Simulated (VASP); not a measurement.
Input of a VASP 6.6.1 run:

POSCAR

```
SrO
1.0
   -0.0285508084      2.5513415182      2.5513415182
    2.5513415182     -0.0285508084      2.5513415182
    2.5513415182      2.5513415182     -0.0285508084
Sr O
1 1
Direct
    0.0000000000      0.0000000000      0.0000000000
    0.5000000000      0.5000000000      0.5000000000
```

INCAR.step1

```
SYSTEM = SrO
PREC     = Accurate       ! precision mode
ENCUT    = 520            ! plane-wave cutoff, eV
EDIFF    = 1E-5           ! SCF threshold, eV
ISMEAR   = 0              ! smearing method
SIGMA    = 0.01           ! smearing width, eV
LREAL    = .FALSE.        ! projectors in reciprocal space
LASPH    = .TRUE.         ! aspherical terms in the spheres
NELM     = 100            ! most SCF steps
ALGO     = Normal         ! electronic algorithm
ISIF     = 2              ! what is computed and relaxed
LWAVE    = .TRUE.         ! write WAVECAR
LCHARG   = .FALSE.        ! write CHGCAR
GGA      = PE             ! functional
NBANDS   = 15             ! bands
```

The input INCAR.step2:

```
SYSTEM = SrO
PREC     = Accurate       ! precision mode
ENCUT    = 520            ! plane-wave cutoff, eV
EDIFF    = 1E-7           ! SCF threshold, eV
ISMEAR   = 0              ! smearing method
SIGMA    = 0.01           ! smearing width, eV
LREAL    = .FALSE.        ! projectors in reciprocal space
LASPH    = .TRUE.         ! aspherical terms in the spheres
NELM     = 100            ! most SCF steps
ALGO     = Normal         ! electronic algorithm
ISIF     = 2              ! what is computed and relaxed
LWAVE    = .FALSE.        ! write WAVECAR
LCHARG   = .FALSE.        ! write CHGCAR
GGA      = PE             ! functional
LHFCALC  = .TRUE.         ! exact exchange
HFSCREEN = 0.2079         ! screening, 1/A
PRECFOCK = Normal       
ISTART   = 1            
NBANDS   = 15             ! bands
```

Contents of KPOINTS:

```
Automatic mesh
0
G
  6 6 6
  0 0 0
```

Potentials or basis: VASP PAW PBE potentials, release 64 (Sr_sv, O).

Run with:

```bash
$ cat potpaw_PBE.64/Sr_sv/POTCAR potpaw_PBE.64/O/POTCAR > POTCAR
$ cp INCAR.step1 INCAR
$ mpirun -np 1 vasp_std > vasp.out
$ cp INCAR.step2 INCAR
$ mpirun -np 1 vasp_std > vasp.out
```

Task: Predict the pressure.

Result: 1.8 GPa.

Task: What does it give for the band gap on the k mesh?

Result: 4.71 eV (least direct gap 4.82 eV).

Stress tensor (GPa, compression positive):
```
1.81 0.62 0.62
0.62 1.81 0.62
0.62 0.62 1.81
```

Caveat: the cell differs from its parent crystal (strain along [111] -1.7%); the PAW data sets were made with another functional, which shifts forces and pressure a little. A k mesh can miss the band edges.
